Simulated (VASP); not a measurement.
Set up this calculation in VASP 6.6.1, as the native input.

```
Task                   : single point
Functional             : PBEsol
Potentials or basis    : VASP PAW PBE potentials, release 64 (Te)
Cutoff                 : 520 eV
k mesh                 : 13 × 13 × 13
Occupations            : fermi-dirac, width 0.1 eV
Spin                   : no spin polarisation
Dipole correction      : no
Further INCAR settings : ALGO = Normal; EDIFF = 1e-06; NBANDS = 9
```

The structure of Te lies in POSCAR:

```
Te
1.0
   -1.8647772274      1.8647772274      1.8647772274
    1.8647772274     -1.8647772274      1.8647772274
    1.8647772274      1.8647772274     -1.8647772274
Te
1
Direct
    0.0000000000      0.0000000000      0.0000000000
```

This isn't the form of Te at room conditions, which is trigonal, of chains.

One way to write it, as run:

INCAR

```
  PREC = Accurate
  ENCUT = 520
  EDIFF = 1E-6
  ISMEAR = -1
  SIGMA = 0.1
  LREAL = F
  LASPH = T
  NELM = 60
  ALGO = Normal
  ISIF = 2
  LWAVE = F
  LCHARG = T
  GGA = PS
  LELF = T
  LVHAR = T
  NBANDS = 9
```

KPOINTS

```
regular mesh
0
Gamma
  13 13 13
```

Potentials or basis: VASP PAW PBE potentials, release 64 (Te).

The run is started by

```sh
$ cat potpaw_PBE.64/Te/POTCAR > POTCAR
$ mpirun -np 1 vasp_std > vasp.out
```

Results of the run:

- Pressure: 3.0 GPa
- Band gap on the k mesh: zero (bands 3 and 4 overlap by 6.91 eV)

Caveat: the cell stands under pressure; the PAW data sets were made with another functional, which shifts forces and pressure a little; spin-orbit coupling is left out, which moves the levels of the heavy elements.

It took 16 s on 1 thread of Intel Xeon 8259CL (shared host), peak memory 0.15 GiB.
